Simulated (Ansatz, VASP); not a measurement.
Mg in VASP and in Ansatz

Contents of INCAR:

```
ALGO = Normal ; EDIFF = 1E-7
ENCUT = 520 ; ISIF = 2
ISMEAR = -1 ; LASPH = T
LCHARG = F ; LREAL = F
LWAVE = F ; NBANDS = 7
NELM = 80 ; PREC = Accurate
SIGMA = 0.1
```

The input KPOINTS:

```
k-points
0
Gamma
  14 14 14
```

The input POSCAR:

```
Mg
1.0
   -1.7540232708      1.7540232708      1.7540232708
    1.7540232708     -1.7540232708      1.7540232708
    1.7540232708      1.7540232708     -1.7540232708
Mg
1
Direct
    0.0000000000      0.0000000000      0.0000000000
```

Input for Ansatz:

```yaml
crystal:
  lattice:
    - [-1.7540232708, 1.7540232708, 1.7540232708]
    - [1.7540232708, -1.7540232708, 1.7540232708]
    - [1.7540232708, 1.7540232708, -1.7540232708]
  atoms:
    - { symbol: Mg, position: [0.0, 0.0, 0.0] }
hamiltonian:
  xc: lda
  pseudopotentials:
    kind: paw
    azcp:
      Mg: "pseudopotentials/Mg.paw.azcp"
basis:
  ecutwfc: 420
  fft_grid_basis: typed
kpoints:
  mp_grid: { grid: [14, 14, 14], shift: [0, 0, 0] }
magnetization:
  spin_polarized: false
scf:
  occupations: { method: fermi_dirac, width: 0.1 }
  lower_state_search: "off"
output:
  stress: true
  write_density: true
  write_potential: true
  elf: true
  volumetric_format: npy
```

Alike in both runs: task single point; functional LDA; k mesh 14 × 14 × 14; occupations fermi-dirac, width 0.1 eV; no spin polarisation.

|  | VASP | Ansatz |
| --- | --- | --- |
| version | VASP 6.6.1 | Ansatz 0.2.0 |
| potentials or method | VASP PAW LDA potentials, release 64 (Mg), cutoff 520 eV | plane waves (420 eV) with PAW, scalar-relativistic |
| valence electrons in the cell | 2 | 10 |

|  | VASP | Ansatz | Ansatz less VASP |
| --- | --- | --- | --- |
| pressure (GPa) | -0.3 | 0.0 | +0.33 |

Ansatz warns that its potentials were made for another functional, while VASP's fit it. LDA's correlation is that of Perdew and Zunger in VASP and of Perdew and Wang (1992) in Ansatz. VASP's potentials hold 2 valence electrons a cell and Ansatz's 10, so a difference there can come from the potentials and not from the codes.
